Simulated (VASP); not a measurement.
A run of VASP 6.6.1 is set up as follows.

INCAR

```
PREC = Accurate ; ENCUT = 600
EDIFF = 1E-6 ; ISMEAR = 0
SIGMA = 0.01 ; LREAL = F
LASPH = T ; NELM = 120
ALGO = Normal ; ISIF = 2
LWAVE = F ; LCHARG = F
GGA = PE ; NBANDS = 15
GGA_COMPAT = F
```

The input KPOINTS:

```
regular mesh
0
Gamma
  6 6 6
```

POSCAR

```
BaO
1.0
    0.0000000000      2.7298296450      2.7298296450
    2.7298296450      0.0000000000      2.7298296450
    2.7298296450      2.7298296450      0.0000000000
Ba O
1 1
Direct
    0.0000000000      0.0000000000      0.0000000000
    0.5000000000      0.5000000000      0.5000000000
```

Potentials or basis: VASP PAW PBE potentials, release 64 (Ba_sv, O).

Command:

```bash
$ cat potpaw_PBE.64/Ba_sv/POTCAR potpaw_PBE.64/O/POTCAR > POTCAR
$ mpirun -np 1 vasp_std > vasp.out
```

Question: Predict the pressure.

Answer: 6.9 GPa.

Question: Predict the band gap on the k mesh.

Answer: 1.82 eV.

Caveat: the cell stands under pressure; spin-orbit coupling is left out, which moves the levels of the heavy elements. A k mesh can miss the band edges.
